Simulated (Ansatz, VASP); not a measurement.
## AgCl in VASP and in Ansatz

```
CELL_PARAMETERS angstrom
3.43397 0.00000 0.00000
0.00000 3.46831 0.00000
0.00000 0.00000 3.43397
ATOMIC_POSITIONS crystal
Ag 0.00000 0.00000 0.00000
Cl 0.50000 0.50000 0.50000
```

Change from the starting cell: strain +0.0100 x Voigt [0, 1, 0, 0, 0, 0], atoms carried along.

Alike in both runs: task single point; functional LDA; k mesh 10 × 10 × 10; occupations gaussian, width 0.03 eV; no spin polarisation.

```csv
,VASP,Ansatz
version,VASP 6.6.1,Ansatz 0.2.0
potentials or method,"VASP PAW LDA potentials, release 64 (Ag, Cl), cutoff 520 eV","scalar-relativistic, plane waves, PAW"
valence electrons in the cell,18,26
```

Ansatz gave:

| Item | Value |
| --- | --- |
| gap on the k mesh at the Fermi level (eV) | 0.26 |
| least direct gap on the mesh (eV) | 1.73 |
| pressure (GPa) | -7.9 |
| traceless stress, the component that is largest in VASP (GPa) | -0.29 |

Question: Which values does VASP return?

Answer: gap on the k mesh at the Fermi level (eV): 0.29; least direct gap on the mesh (eV): 1.75; pressure (GPa): -7.9; traceless stress, the component that is largest in VASP (GPa): -0.29.

LDA's correlation is that of Perdew and Zunger in VASP and of Perdew and Wang (1992) in Ansatz. VASP's potentials hold 18 valence electrons a cell and Ansatz's 26, so a difference there can come from the potentials and not from the codes.
